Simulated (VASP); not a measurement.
**Te5W: relaxation of cell and atoms with PBE**

Crystal: Te5W.

```
Te W
1.0
     0.00000    4.51464    4.51464
     4.51464    0.00000    4.51464
     4.51464    4.51464    0.00000
Te W
5 1
Direct
  0.37500 0.37500 0.87500
  0.37500 0.87500 0.37500
  0.87500 0.37500 0.37500
  0.37500 0.37500 0.37500
  0.75000 0.75000 0.75000
  0.00000 0.00000 0.00000
```

- Program: VASP 6.6.1
- Task: relaxation of cell and atoms
- Functional: PBE
- Potentials or basis: VASP PAW PBE potentials, release 64 (Te, W_sv)
- Cutoff: 500 eV
- k mesh: 4 × 4 × 4
- Occupations: gaussian, width 0.1 eV
- Spin: no spin polarisation
- Dipole correction: no
- Further INCAR settings: ALGO = Normal; EDIFF = 1e-07; IBRION = 2; EDIFFG = -0.04; NSW = 90; ISIF = 3

| Property | Result |
| --- | --- |
| Relaxed volume | 27.54 Å³/atom |
| Relaxed cell | a = 6.160 Å, b = 6.160 Å, c = 6.160 Å, α = 60.00°, β = 60.00°, γ = 60.00° |
| Space group after relaxing (to 0.05 Å) | F-43m (No. 216) |
| Energy gained by relaxing | 54.7 meV/atom |
| Ionic steps | 4 |
| Pressure after relaxing | 0.0 GPa |
| Band gap on the k mesh | zero (band 22 reaches 8.25 eV, above the bottom of band 23 at 7.96 eV) |

Step by step:
| step | energy change (eV) | largest force (eV/Å) | pressure (GPa) | volume (Å³) |
| --- | --- | --- | --- | --- |
| 1 | 0.0000 | 0.2264 | -4.93 | 184.03 |
| 2 | -0.2939 | 0.0741 | 2.08 | 160.04 |
| 3 | -0.3260 | 0.1311 | 0.04 | 165.18 |
| 4 | -0.3280 | 0.0344 | 0.04 | 165.24 |

Final structure:
```xyz
6
Lattice="0.0000 4.3554 4.3554 4.3554 0.0000 4.3554 4.3554 4.3554 0.0000" Properties=species:S:1:pos:R:3 pbc="T T T"
Te    5.4525    5.4525    3.2584
Te    5.4525    3.2584    5.4525
Te    3.2584    5.4525    5.4525
Te    3.2584    3.2584    3.2584
Te    6.5332    6.5332    6.5332
W     4.3554    4.3554    0.0000
```

Levels at points of the mesh, in eV from the Fermi level:
```tsv
k point	band 20	band 21	band 22	band 23	band 24	band 25
(0.00, 0.00, 0.00)	0.22	0.22	0.22	0.57	0.57	1.62
(0.50, 0.00, 0.00)	-0.45	-0.45	-0.26	0.36	0.41	0.41
(0.50, 0.50, 0.00)	-1.22	-0.95	-0.95	0.08	0.29	0.95
```

It took 2.1 min on 1 thread of Intel(R) Xeon(R) 6975P-C (Granite Rapids), with other jobs on the host, peak memory 0.34 GiB.

Caveat: spin-orbit coupling is left out, which moves the levels of the heavy elements.
